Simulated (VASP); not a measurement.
# FeNi3 (Pm-3m) in VASP: a series of runs

The runs below take FeNi3 through single point, with PBEsol.

All numbers are computed with VASP 6.6.1; they aren't measurements. Logs are shortened: lines on timing, memory, paths and dates and some standing lists are left out, and cuts for length are marked.

## Step 1: The cell of the first run

The structure is cubic, space group Pm-3m (No. 221). The conventional cell has a = 3.478 Å, b = 3.478 Å, c = 3.478 Å, α = 90.00°, β = 90.00°, γ = 90.00°. Within 3.2 Å of Ni (site symmetry 4/mmm) lie 8 Ni at 2.46 Å and 4 Fe at 2.46 Å. Within 3.2 Å of Fe (site symmetry m-3m) lie 12 Ni at 2.46 Å.

## Step 2: Single point, PBEsol, collinear spin, ferromagnetic start

INCAR

```
ALGO = Normal
EDIFF = 1E-6
ENCUT = 520
GGA = PS
ISIF = 2
ISMEAR = -1
ISPIN = 2
LASPH = T
LCHARG = T
LELF = T
LMAXMIX = 4
LORBIT = 11
LREAL = F
LVHAR = T
LWAVE = F
MAGMOM = 1 1 1 3
NBANDS = 31
NELM = 150
PREC = Accurate
SIGMA = 0.05
```

KPOINTS

```
k-points
0
Gamma
  8 8 8
```

POSCAR

```
FeNi3
1.0
    3.4784571383      0.0000000000      0.0000000000
    0.0000000000      3.4784571383      0.0000000000
    0.0000000000      0.0000000000      3.4784571383
Ni Fe
3 1
Direct
    0.5000000000      0.5000000000      0.0000000000
    0.5000000000      0.0000000000      0.5000000000
    0.0000000000      0.5000000000      0.5000000000
    0.0000000000      0.0000000000      0.0000000000
```

Potentials or basis: VASP PAW PBE potentials, release 64 (Ni, Fe).

Launch:

```
$ cat potpaw_PBE.64/Ni/POTCAR potpaw_PBE.64/Fe/POTCAR > POTCAR
$ mpirun -np 1 vasp_std > vasp.out
```

OUTCAR:

```text
EDIFF = 1E-6
   ENCUT = 520
   GGA = PS
   ISIF = 2
   ISMEAR = -1
   ISPIN = 2
   LASPH = T
   LORBIT = 11
   LREAL = F
   NELM = 150
   PREC = Accurate

 ion  position               nearest neighbor table
   1  0.500  0.500  0.000-   2 2.46   3 2.46   4 2.46   2 2.46   3 2.46   2 2.46   4 2.46   2 2.46
                             3 2.46   4 2.46   3 2.46   4 2.46
   2  0.500  0.000  0.500-   1 2.46   3 2.46   4 2.46   1 2.46   4 2.46   1 2.46   3 2.46   1 2.46
                             3 2.46   4 2.46   4 2.46   3 2.46
   3  0.000  0.500  0.500-   1 2.46   2 2.46   4 2.46   1 2.46   4 2.46   2 2.46   4 2.46   4 2.46
                             1 2.46   2 2.46   1 2.46   2 2.46
   4  0.000  0.000  0.000-   1 2.46   2 2.46   3 2.46   2 2.46   3 2.46   1 2.46   3 2.46   3 2.46
                             1 2.46   2 2.46   2 2.46   1 2.46

  LATTYP: Found a simple cubic cell.
 ALAT       =     3.4784571383

  Lattice vectors:

 A1 = (   3.4784571383,   0.0000000000,   0.0000000000)
 A2 = (   0.0000000000,   3.4784571383,   0.0000000000)
 A3 = (   0.0000000000,   0.0000000000,   3.4784571383)

Analysis of symmetry for initial positions (statically):
=====================================================================
 Subroutine PRICEL returns:
 Original cell was already a primitive cell.

 Routine SETGRP: Setting up the symmetry group for a
 simple cubic supercell.

 Subroutine GETGRP returns: Found 48 space group operations
 (whereof 48 operations were pure point group operations)
 out of a pool of 48 trial point group operations.

The static configuration has the point symmetry O_h .

Analysis of symmetry for dynamics (positions and initial velocities):
=====================================================================
 Subroutine PRICEL returns:
 Original cell was already a primitive cell.

 Routine SETGRP: Setting up the symmetry group for a
 simple cubic supercell.

 Subroutine GETGRP returns: Found 48 space group operations
 (whereof 48 operations were pure point group operations)
 out of a pool of 48 trial point group operations.

The dynamic configuration has the point symmetry O_h .

Analysis of structural, dynamic, and magnetic symmetry:
=====================================================================
 Subroutine PRICEL returns:
 Original cell was already a primitive cell.

[... 130 lines left out ...]
     AMIX     =   0.40;   BMIX     =  1.00
     AMIX_MAG =   1.60;   BMIX_MAG =  1.00
  volume/ion in A,a.u.               =      10.52        71.01
  Fermi-wavevector in a.u.,A,eV,Ry     =   1.582278  2.990071 34.063583  2.503603
  Thomas-Fermi vector in A             =   2.682225
   LORBIT       =     11    0 simple, 1 ext, 2 COOP (PROOUT), +10 PAW based schemes
   GGA     = PS    functional components
   LHFCALC =     F    Hartree Fock is set to
   AEXX    =    0.0000 exact exchange contribution
   IVDW    =     0    specifies the selected vdW correction
   LEPSILON=     F    determine dielectric tensor
   LRPA    =     F    only Hartree local field effects (RPA)
 spin polarized calculation
  energy-cutoff  :      520.00
  volume of cell :       42.09
 maximum number of plane-waves:      1145
 NGX is ok and might be reduce to    28
   NGX = 13   NGY = 13   NGZ = 13

 number of electron      37.9999983 magnetization       4.6486730

 Free energy of the ion-electron system (eV)
  ---------------------------------------------------
  ext. energy  EPLUGINS =         0.00000000
  ---------------------------------------------------
  free energy    TOTEN  =       -27.64967449 eV

  energy without entropy =      -27.62310427  energy(sigma->0) =      -27.63638938

 E-fermi :   9.1449     XC(G=0): -13.6526

 val. band max:        9.1275218399   @ k =   0.0000   0.0000   0.0000
 cond. band min:       9.1480768708   @ k =   0.3750   0.2500   0.2500
 fundamental gap:      0.0205550309
 Fermi energy:         9.1449042909

 spin component 1

 k-point     1 :       0.0000    0.0000    0.0000
  band No.  band energies     occupation
      1      -0.3613      1.00000
      2       3.5381      1.00000
      3       3.5381      1.00000
      4       4.1694      1.00000
      5       4.3180      1.00000
      6       4.3180      1.00000
[... 805 lines left out ...]
     30      23.4569      0.00000
     31      25.9556      0.00000

 [... further k-points ...]

 spin component 2

 k-point     1 :       0.0000    0.0000    0.0000
  band No.  band energies     occupation
      1      -0.2725      1.00000
      2       4.5239      1.00000
      3       4.5239      1.00000
      4       4.5549      1.00000
      5       5.2643      1.00000
      6       5.2643      1.00000
[... 805 lines left out ...]
     30      23.9035      0.00000
     31      26.1339      0.00000

 [... further k-points ...]
[... 5 lines left out ...]
  --------------------------------------------------------------------------------------
  -------------------------------------------------------------------------------------
  Total        0.4807425      0.4807425      0.4807425      0.0000000     -0.0000000      0.0000000
  in kB       18.3005064     18.3005064     18.3005064      0.0000000     -0.0000000      0.0000000
  external PRESSURE =      18.3005064 kB  Pullay stress =       0.0000000 kB

 VOLUME and BASIS-vectors are now :
 -----------------------------------------------------------------------------
  energy-cutoff  :      520.00
  volume of cell :       42.09
      direct lattice vectors                 reciprocal lattice vectors
     3.478457138  0.000000000  0.000000000     0.287483778  0.000000000  0.000000000
     0.000000000  3.478457138  0.000000000     0.000000000  0.287483778  0.000000000
     0.000000000  0.000000000  3.478457138     0.000000000  0.000000000  0.287483778

 POSITION                                       TOTAL-FORCE (eV/Angst)
 -----------------------------------------------------------------------------------
      1.73923      1.73923      0.00000         0.000000      0.000000      0.000000
      1.73923      0.00000      1.73923         0.000000      0.000000      0.000000
      0.00000      1.73923      1.73923         0.000000      0.000000      0.000000
      0.00000      0.00000      0.00000         0.000000      0.000000      0.000000
 -----------------------------------------------------------------------------------
    total drift:                                0.000000      0.000000      0.000000

  FREE ENERGIE OF THE ION-ELECTRON SYSTEM (eV)
  ---------------------------------------------------
  free  energy   TOTEN  =       -27.6496744907 eV

  energy  without entropy=      -27.6231042701  energy(sigma->0) =      -27.63638938

 total charge

# of ion       s       p       d       tot
------------------------------------------
    1        0.531   0.567   8.349   9.446
    2        0.531   0.567   8.349   9.446
    3        0.531   0.567   8.349   9.446
    4        0.499   0.553   6.159   7.211
--------------------------------------------------
tot          2.092   2.253  31.206  35.550

 magnetization (x)

# of ion       s       p       d       tot
------------------------------------------
    1       -0.015  -0.042   0.663   0.606
    2       -0.015  -0.042   0.663   0.606
    3       -0.015  -0.042   0.663   0.606
    4        0.009   0.002   2.808   2.819
--------------------------------------------------
tot         -0.037  -0.124   4.798   4.638
```

OSZICAR:

```text
N       E                     dE             d eps       ncg     rms          rms(c)
DAV:   1     0.242857451686E+03    0.24286E+03   -0.16929E+04  4580   0.176E+03
DAV:   2    -0.157818716513E+02   -0.25864E+03   -0.24260E+03  4354   0.320E+02
DAV:   3    -0.322473523239E+02   -0.16465E+02   -0.15601E+02  4767   0.107E+02
DAV:   4    -0.324795027045E+02   -0.23215E+00   -0.23191E+00  4990   0.136E+01
DAV:   5    -0.324866572166E+02   -0.71545E-02   -0.71541E-02  6422   0.188E+00    0.231E+01
DAV:   6    -0.285505063633E+02    0.39362E+01   -0.25834E+01  4802   0.804E+01    0.126E+01
DAV:   7    -0.277243774903E+02    0.82613E+00   -0.36059E+00  4900   0.288E+01    0.604E+00
DAV:   8    -0.277906088641E+02   -0.66231E-01   -0.32477E-01  5906   0.126E+01    0.514E+00
DAV:   9    -0.276830172254E+02    0.10759E+00   -0.30330E-01  5435   0.139E+01    0.311E+00
DAV:  10    -0.276516515836E+02    0.31366E-01   -0.24165E-02  6636   0.278E+00    0.606E-01
DAV:  11    -0.276498207904E+02    0.18308E-02   -0.21898E-03  6287   0.530E-01    0.224E-01
DAV:  12    -0.276496654497E+02    0.15534E-03   -0.43441E-04  6210   0.396E-01    0.526E-02
DAV:  13    -0.276496790670E+02   -0.13617E-04   -0.85631E-05  6003   0.838E-02    0.306E-02
DAV:  14    -0.276496748159E+02    0.42511E-05   -0.91025E-06  5217   0.602E-02    0.102E-02
DAV:  15    -0.276496744907E+02    0.32525E-06   -0.21296E-06  3809   0.165E-02
   1 F= -.27649674E+02 E0= -.27636389E+02  d E =-.265702E-01  mag=     4.6483
```

It took 2.1 min on 1 thread of Oxide Virtual Turin-like, shared host; peak memory 0.18 GiB.

What came out:

```yaml
Free_energy: -27.6497 eV
Pressure: 1.8 GPa
Net_moment: 4.65 μB per cell
Site_moments: Ni +0.61; Fe +2.82 μB
Valence_electrons_inside_the_program's_atomic_spheres: Ni 9.45; Fe 7.21
```

Caveat: the PAW data sets were made with another functional, which shifts forces and pressure a little.

[end of part 1 of 2]
